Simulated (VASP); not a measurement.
Here is a VASP 6.6.1 calculation.

The input INCAR:

```
  PREC = Accurate
  ENCUT = 500
  EDIFF = 1E-6
  ISMEAR = 0
  SIGMA = 0.1
  LREAL = F
  LASPH = T
  NELM = 120
  ALGO = Normal
  ISIF = 2
  LWAVE = F
  LCHARG = F
  GGA = PE
  NBANDS = 34
  GGA_COMPAT = F
```

The input KPOINTS:

```
regular mesh
0
Gamma
  12 12 12
```

File POSCAR:

```
ScW3
1.0
    0.0000000000      3.2277657445      3.2277657445
    3.2277657445      0.0000000000      3.2277657445
    3.2277657445      3.2277657445      0.0000000000
Sc W
1 3
Direct
    0.0000000000      0.0000000000      0.0000000000
    0.2500000000      0.2500000000      0.2500000000
    0.7500000000      0.7500000000      0.7500000000
    0.5000000000      0.5000000000      0.5000000000
```

Potentials or basis: VASP PAW PBE potentials, release 64 (Sc_sv, W_sv).

Command:

```sh
$ cat potpaw_PBE.64/Sc_sv/POTCAR potpaw_PBE.64/W_sv/POTCAR > POTCAR
$ mpirun -np 1 vasp_std > vasp.out
```

(1) Predict the band gap on the k mesh.

(2) What does it give for the pressure?

## Answers

(1) zero (an odd number of electrons rules out a gap without spin polarisation).

(2) 0.4 GPa.

Caveat: spin-orbit coupling is left out, which moves the levels of the heavy elements.
